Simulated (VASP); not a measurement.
# Ni in VASP: a series of runs

The runs below take Ni through single point, with PBEsol.

All numbers are computed with VASP 6.6.1; they aren't measurements. Logs are shortened: lines on timing, memory, paths and dates and some standing lists are left out, and cuts for length are marked.

### 1 The cell of the first run

The cell holds a slab with vacuum, 1 atom: a = 4.242 Å, b = 3.464 Å, c = 9.000 Å, α = 90.00°, β = 90.00°, γ = 65.91°.

### 2 Single point, PBEsol, collinear spin, ferromagnetic start

The input, INCAR:

```
  PREC = Accurate
  ENCUT = 520
  EDIFF = 1E-7
  ISMEAR = -1
  SIGMA = 0.08
  LREAL = False
  LASPH = True
  NELM = 150
  ALGO = Normal
  ISIF = 2
  LWAVE = False
  LCHARG = True
  ISPIN = 2
  MAGMOM = 1
  LORBIT = 11
  LMAXMIX = 4
  LDIPOL = True
  IDIPOL = 3
  DIPOL = 0.5 0.5 0.500
  GGA = PS
  LELF = True
  LVHAR = True
  LVACPOTAV = True
  NBANDS = 15
```

The input, KPOINTS:

```
Automatic mesh
0
Gamma
  10 10 1
```

The input, POSCAR:

```
Ni
1.0
    4.2423053560      0.0000000000      0.0000000000
    1.4141017853      3.1620277191      0.0000000000
    0.0000000000      0.0000000000      9.0000000000
Ni
1
Direct
    0.0000000000      0.0000000000      0.5000000000
```

Potentials or basis: VASP PAW PBE potentials, release 64 (Ni).

The run is started by

```console
> cat potpaw_PBE.64/Ni/POTCAR > POTCAR
> mpirun -np 1 vasp_std > vasp.out
```

OUTCAR:

```text
PREC = Accurate
   ENCUT = 520
   EDIFF = 1E-7
   ISMEAR = -1
   LREAL = False
   LASPH = True
   NELM = 150
   ISIF = 2
   ISPIN = 2
   LORBIT = 11
   GGA = PS

 ion  position               nearest neighbor table
   1  0.000  0.000  0.500-

  LATTYP: Found a base centered orthorhombic cell.
 ALAT       =     3.4638278184
 B/A-ratio  =     2.2360679775
 C/A-ratio  =     2.5982815751

  Lattice vectors:

 A1 = (  -4.2423053560,   0.0000000000,   0.0000000000)
 A2 = (   2.8282035707,  -3.1620277191,   0.0000000000)
 A3 = (   0.0000000000,   0.0000000000,   9.0000000000)

Analysis of symmetry for initial positions (statically):
=====================================================================
 Subroutine PRICEL returns:
 Original cell was already a primitive cell.

 Routine SETGRP: Setting up the symmetry group for a
 base centered orthorhombic supercell.

 Subroutine GETGRP returns: Found  8 space group operations
 (whereof  8 operations were pure point group operations)
 out of a pool of  8 trial point group operations.

The static configuration has the point symmetry D_2h.

Analysis of symmetry for dynamics (positions and initial velocities):
=====================================================================
 Subroutine PRICEL returns:
 Original cell was already a primitive cell.

 Routine SETGRP: Setting up the symmetry group for a
 base centered orthorhombic supercell.

 Subroutine GETGRP returns: Found  8 space group operations
 (whereof  8 operations were pure point group operations)
 out of a pool of  8 trial point group operations.

The dynamic configuration has the point symmetry D_2h.

Analysis of structural, dynamic, and magnetic symmetry:
=====================================================================
 Subroutine PRICEL returns:
 Original cell was already a primitive cell.

 Routine SETGRP: Setting up the symmetry group for a
 base centered orthorhombic supercell.

 Subroutine GETGRP returns: Found  8 space group operations
 (whereof  8 operations were pure point group operations)
 out of a pool of  8 trial point group operations.

The overall configuration has the point symmetry D_2h.

 Subroutine INISYM returns: Found  8 space group operations
 (whereof  8 operations are pure point group operations),
 and found     1 'primitive' translations

----------------------------------------------------------------------------------------

                                     Primitive cell

  volume of cell :     120.7286

  direct lattice vectors                    reciprocal lattice vectors
     4.242305356  0.000000000  0.000000000     0.235720891 -0.105417587  0.000000000
     1.414101785  3.162027719  0.000000000     0.000000000  0.316252762  0.000000000
     0.000000000  0.000000000  9.000000000     0.000000000  0.000000000  0.111111111

  length of vectors
     4.242305356  3.463827818  9.000000000     0.258219299  0.316252762  0.111111111

  position of ions in fractional coordinates (direct lattice)
     0.000000000  0.000000000  0.500000000

  ion indices of the primitive-cell ions
   primitive index   ion index
                 1           1

----------------------------------------------------------------------------------------

 KPOINTS: Automatic mesh

Automatic generation of k-mesh.
 Grid dimensions read from file:
 generate k-points for:   10   10    1

 Generating k-lattice:

  Cartesian coordinates                     Fractional coordinates (reciprocal lattice)
     0.023572089 -0.010541759  0.000000000     0.100000000  0.000000000  0.000000000
     0.000000000  0.031625276  0.000000000     0.000000000  0.100000000  0.000000000
     0.000000000  0.000000000  0.111111111     0.000000000  0.000000000  1.000000000

  Length of vectors
     0.025821930  0.031625276  0.111111111

  Shift w.r.t. Gamma in fractional coordinates (k-lattice)
     0.000000000  0.000000000  0.000000000

 Subroutine IBZKPT returns following result:
 ===========================================

 Found     31 irreducible k-points:

 Following reciprocal coordinates:
            Coordinates               Weight
  0.000000  0.000000  0.000000      1.000000
  0.100000  0.000000  0.000000      2.000000
  0.200000  0.000000  0.000000      2.000000
  0.300000  0.000000  0.000000      2.000000
  0.400000  0.000000  0.000000      2.000000
  0.500000 -0.000000  0.000000      1.000000
[... 16 lines left out ...]
  0.000000  0.400000  0.000000      4.000000
  0.100000  0.400000  0.000000      4.000000
 [... further k-points ...]
   k-points           NKPTS =     31   k-points in BZ     NKDIM =     31   number of bands    NBANDS=     15
   number of dos      NEDOS =    301   number of ions     NIONS =      1
   total plane-waves  NPLWV =  62720
   dimension x,y,z NGX =    32 NGY =   28 NGZ =   70
   dimension x,y,z NGXF=    64 NGYF=   56 NGZF=  140
   ions per type =               1
   NGX,Y,Z   is equivalent  to a cutoff of  12.54, 13.44, 12.93 a.u.
   NGXF,Y,Z  is equivalent  to a cutoff of  25.08, 26.88, 25.86 a.u.
 SYSTEM =  unknown system
   PREC   = accura    normal or accurate (medium, high low for compatibility)
   ISTART =      0    job   : 0-new  1-cont  2-samecut
   ICHARG =      2    charge: 1-file 2-atom 10-const
   ISPIN  =      2    spin polarized calculation?
   LNONCOLLINEAR =      F non collinear calculations
   LSORBIT =      F    spin-orbit coupling
   LASPH  =      T    aspherical Exc in radial PAW
   ENCUT  =  520.0 eV  38.22 Ry    6.18 a.u.   7.89  6.44 16.73*2*pi/ulx,y,z
   NELM   =    150;   NELMIN=  2; NELMDL= -5     # of ELM steps
   EDIFF  = 0.1E-06   stopping-criterion for ELM
   LREAL  =      F    real-space projection
   EDIFFG = 0.1E-05   stopping-criterion for IOM
   NSW    =      0    number of steps for IOM
   IBRION =     -1    ionic relax: 0-MD 1-quasi-New 2-CG
   NFREE  =      0    steps in history (QN), initial steepest desc. (CG)
   ISIF   =      2    stress and relaxation
   ISYM   =      2    0-nonsym 1-usesym 2-fastsym
   POTIM  = 0.5000    time-step for ionic-motion
   TEBEG  =    0.0;   TEEND  =   0.0 temperature during run
   PSTRESS=    0.0 pullay stress
   NELECT =      10.0000    total number of electrons
   NUPDOWN=      -1.0000    fix difference up-down
   EMIN   =  10.00;   EMAX   =-10.00  energy-range for DOS
   EFERMI =   0.00;   METHOD = LEGACY
   ISMEAR =    -1;   SIGMA  =   0.08  broadening in eV -4-tet -1-fermi 0-gaus
   EFERMI_NEDOS =   21; number of points for ismear=-14 and -15
   IALGO  =     38    algorithm
   IMIX   =      4    mixing-type and parameters
     AMIX     =   0.40;   BMIX     =  1.00
     AMIX_MAG =   1.60;   BMIX_MAG =  1.00
  volume/ion in A,a.u.               =     120.73       814.72
  Fermi-wavevector in a.u.,A,eV,Ry     =   0.713627  1.348560  6.928957  0.509264
  Thomas-Fermi vector in A             =   1.801315
   LORBIT       =     11    0 simple, 1 ext, 2 COOP (PROOUT), +10 PAW based schemes
   GGA     = PS    functional components
   LHFCALC =     F    Hartree Fock is set to
   AEXX    =    0.0000 exact exchange contribution
   IVDW    =     0    specifies the selected vdW correction
   LEPSILON=     F    determine dielectric tensor
   LRPA    =     F    only Hartree local field effects (RPA)
 spin polarized calculation
  energy-cutoff  :      520.00
  volume of cell :      120.73
 maximum number of plane-waves:      3270
   NGX = 15   NGY = 13   NGZ = 33

 dipolmoment           0.000000      0.000000     -0.000000 electrons x Angstroem

 number of electron      10.0000017 magnetization       1.1183193

 dipolmoment           0.000000      0.000000      0.000000 electrons x Angstroem

 Free energy of the ion-electron system (eV)
  ---------------------------------------------------
  ext. energy  EPLUGINS =         0.00000000
  ---------------------------------------------------
  free energy    TOTEN  =        -1.64067880 eV

  energy without entropy =       -1.46089913  energy(sigma->0) =       -1.55078897

 E-fermi :  -3.3326     XC(G=0):  -3.4292

 val. band max:       -3.3329265061   @ k =   0.3000   0.1000   0.0000
 cond. band min:      -3.3227740894   @ k =   0.5000   0.2000   0.0000
 fundamental gap:      0.0101524166
 Fermi energy:        -3.3325721239

 spin component 1

 k-point     1 :       0.0000    0.0000    0.0000
  band No.  band energies     occupation
      1      -5.3421      1.00000
      2      -4.5905      1.00000
      3      -4.4572      1.00000
      4      -4.4351      1.00000
      5      -4.4052      1.00000
      6      -4.4017      1.00000
      7      -0.7520      0.00000
      8       1.0721      0.00000
      9       4.2823      0.00000
     10       5.1199      0.00000
     11       5.9177      0.00000
     12       6.8333      0.00000
     13       8.0229      0.00000
     14       9.6304      0.00000
     15      10.0402      0.00000
[... 397 lines left out ...]
 k-point    24 :       0.1000    0.4000    0.0000
  band No.  band energies     occupation
      1      -4.6532      1.00000
      2      -4.6054      1.00000
      3      -4.4361      1.00000
      4      -4.4268      1.00000
      5      -4.3323      1.00000
      6      -3.0612      0.03256
      7       0.8862      0.00000
      8       1.3694      0.00000
      9       3.1427      0.00000
     10       3.4360      0.00000
     11       5.5406      0.00000
     12       6.2446      0.00000
     13       7.1527      0.00000
     14       7.4137      0.00000
     15       7.9530      0.00000

 [... further k-points ...]

 spin component 2

 k-point     1 :       0.0000    0.0000    0.0000
  band No.  band energies     occupation
      1      -5.1399      1.00000
      2      -3.7054      0.99063
      3      -3.5095      0.90131
      4      -3.3977      0.69287
      5      -3.3602      0.58550
      6      -3.3026      0.40740
      7      -0.6677      0.00000
      8       1.1025      0.00000
      9       4.5077      0.00000
     10       5.1836      0.00000
     11       5.9875      0.00000
     12       6.9362      0.00000
     13       8.2848      0.00000
     14       9.6576      0.00000
     15      10.1400      0.00000
[... 397 lines left out ...]
 k-point    24 :       0.1000    0.4000    0.0000
  band No.  band energies     occupation
      1      -3.6619      0.98396
      2      -3.5556      0.94203
      3      -3.4634      0.83689
      4      -3.4268      0.76453
      5      -3.3991      0.69672
      6      -2.8085      0.00143
      7       1.0721      0.00000
      8       1.4990      0.00000
      9       3.1651      0.00000
     10       3.6128      0.00000
     11       5.6553      0.00000
     12       6.3572      0.00000
     13       7.1717      0.00000
     14       7.4691      0.00000
     15       8.0101      0.00000

 [... further k-points ...]
[... 5 lines left out ...]
  --------------------------------------------------------------------------------------
  -------------------------------------------------------------------------------------
  Total       -1.7450954     -2.7610809     -0.0245593     -0.5679531      0.0000000      0.0000000
  in kB      -23.1589923    -36.6420365     -0.3259246     -7.5372509      0.0000000      0.0000000
  external PRESSURE =     -20.0423178 kB  Pullay stress =       0.0000000 kB

 VOLUME and BASIS-vectors are now :
 -----------------------------------------------------------------------------
  energy-cutoff  :      520.00
  volume of cell :      120.73
      direct lattice vectors                 reciprocal lattice vectors
     4.242305356  0.000000000  0.000000000     0.235720891 -0.105417587  0.000000000
     1.414101785  3.162027719  0.000000000     0.000000000  0.316252762  0.000000000
     0.000000000  0.000000000  9.000000000     0.000000000  0.000000000  0.111111111

 POSITION                                       TOTAL-FORCE (eV/Angst)
 -----------------------------------------------------------------------------------
      0.00000      0.00000      4.50000         0.000000      0.000000      0.000000
 -----------------------------------------------------------------------------------
    total drift:                               -0.000000     -0.000000      0.000000

  FREE ENERGIE OF THE ION-ELECTRON SYSTEM (eV)
  ---------------------------------------------------
  free  energy   TOTEN  =        -1.6406788004 eV

  energy  without entropy=       -1.4608991342  energy(sigma->0) =       -1.55078897

 vacuum level on the upper side and lower side of the slab         1.434         1.434

 total charge

# of ion       s       p       d       tot
------------------------------------------
    1        0.343   0.019   8.344   8.706

 magnetization (x)

# of ion       s       p       d       tot
------------------------------------------
    1        0.027  -0.000   1.057   1.083
```

Run time: 2.5 min. Hardware: 1 thread of Intel Xeon Platinum 8488C (Sapphire Rapids), shared host; peak memory 0.32 GiB.

What came out:

* Free energy: -1.6407 eV
* Net moment: 1.12 μB per cell
* Site moments: Ni +1.08 μB
* Valence electrons inside the program's atomic spheres: Ni 8.71

Caveat: the PAW data sets were made with another functional, which shifts forces and pressure a little.

### 3 Single point, PBEsol, collinear spin, ferromagnetic start

This run uses another cell than the first one.

The input, INCAR:

```
SYSTEM = Ni
PREC = Accurate
ENCUT = 520
EDIFF = 1E-6
ISMEAR = -1
SIGMA = 0.08
LREAL = .FALSE.
LASPH = .TRUE.
NELM = 150
ALGO = Normal
ISIF = 2
LWAVE = .FALSE.
LCHARG = .FALSE.
ISPIN = 2
MAGMOM = 1
LORBIT = 11
LMAXMIX = 4
LDIPOL = .TRUE.
IDIPOL = 3
DIPOL = 0.5 0.5 0.500
GGA = PS
NBANDS = 15
```

The input, KPOINTS:

```
Automatic mesh
0
G
  10 10 1
  0 0 0
```

POSCAR, as its differences from that of step 2:

```diff
@@ -4,3 +4,3 @@
     1.4141017853      3.1620277191      0.0000000000
-    0.0000000000      0.0000000000      9.0000000000
+    0.0000000000      0.0000000000     16.0000000000
 Ni
```

Potentials or basis: VASP PAW PBE potentials, release 64 (Ni).

The run is started by

```console
> cat potpaw_PBE.64/Ni/POTCAR > POTCAR
> mpirun -np 1 vasp_std > vasp.out
```

Wall time 4.6 min (1 thread of Intel Xeon Platinum 8488C (Sapphire Rapids), shared host); peak memory 0.47 GiB.

Results (log left out):

```
Free energy                                           : -1.6385 eV
Net moment                                            : 1.12 μB per cell
Site moments                                          : Ni +1.08 μB
Valence electrons inside the program's atomic spheres : Ni 8.71
```

Levels at points of the mesh, in eV from the Fermi level:
Spin up:
```
           k point  band 3  band 4  band 5  band 6  band 7  band 8  band 9  band 10
(0.00, 0.00, 0.00)   -1.12   -1.10   -1.07   -1.07    2.48    4.52    5.45     5.64
(0.50, 0.00, 0.00)   -1.08   -1.07   -1.07   -0.02    1.92    4.23    6.16     6.96
(0.00, 0.50, 0.00)   -1.11   -1.05   -0.97    1.54    2.41    5.59    6.64     7.22
```
Spin down:
```
           k point  band 3  band 4  band 5  band 6  band 7  band 8
(0.00, 0.00, 0.00)   -0.18   -0.06   -0.03    0.03    2.56    4.52
(0.50, 0.00, 0.00)   -0.14    0.02    0.04    0.48    1.99    4.35
(0.00, 0.50, 0.00)   -0.09   -0.07   -0.02    1.88    2.47    5.74
```

Caveat: the PAW data sets were made with another functional, which shifts forces and pressure a little.

### 4 Single point, PBEsol, collinear spin, ferromagnetic start

This run uses another cell than the first one.

The input, INCAR:

```
ALGO = Normal
DIPOL = 0.5 0.5 0.500
EDIFF = 1E-6
ENCUT = 520
GGA = PS
IDIPOL = 3
ISIF = 2
ISMEAR = -1
ISPIN = 2
LASPH = True
LCHARG = False
LDIPOL = True
LMAXMIX = 4
LORBIT = 11
LREAL = False
LWAVE = False
MAGMOM = 1
NBANDS = 15
NELM = 150
PREC = Accurate
SIGMA = 0.08
```

The input, KPOINTS:

```
k-points
0
Gamma
  10 10 1
```

POSCAR is that of step 3.

The run is started by

```console
> cat potpaw_PBE.64/Ni/POTCAR > POTCAR
> mpirun -np 1 vasp_std > vasp.out
```

Run time: 4.5 min. Hardware: 1 thread of Intel Xeon Platinum 8488C (Sapphire Rapids), shared host; peak memory 0.46 GiB.

Results (log left out):

* Free energy: -1.6385 eV
* Net moment: 1.12 μB per cell
* Site moments: Ni +1.08 μB
* Valence electrons inside the program's atomic spheres: Ni 8.71

Levels at points of the mesh, in eV from the Fermi level:
Spin up:
```tsv
k point	band 4	band 5	band 6	band 7	band 8	band 9
(0.00, 0.00, 0.00)	-1.10	-1.07	-1.07	2.48	4.52	5.45
(0.50, 0.00, 0.00)	-1.07	-1.07	-0.02	1.92	4.23	6.16
(0.00, 0.50, 0.00)	-1.05	-0.97	1.54	2.41	5.59	6.64
```
Spin down:
| k point | band 1 | band 2 | band 3 | band 4 | band 5 | band 6 | band 7 | band 8 | band 9 | band 10 |
| --- | --- | --- | --- | --- | --- | --- | --- | --- | --- | --- |
| (0.00, 0.00, 0.00) | -1.81 | -0.37 | -0.18 | -0.06 | -0.03 | 0.03 | 2.56 | 4.52 | 5.46 | 5.67 |
| (0.50, 0.00, 0.00) | -0.83 | -0.19 | -0.14 | 0.02 | 0.04 | 0.48 | 1.99 | 4.35 | 6.21 | 6.97 |
| (0.00, 0.50, 0.00) | -0.37 | -0.25 | -0.09 | -0.07 | -0.02 | 1.88 | 2.47 | 5.74 | 6.81 | 7.28 |

Caveat: the PAW data sets were made with another functional, which shifts forces and pressure a little.
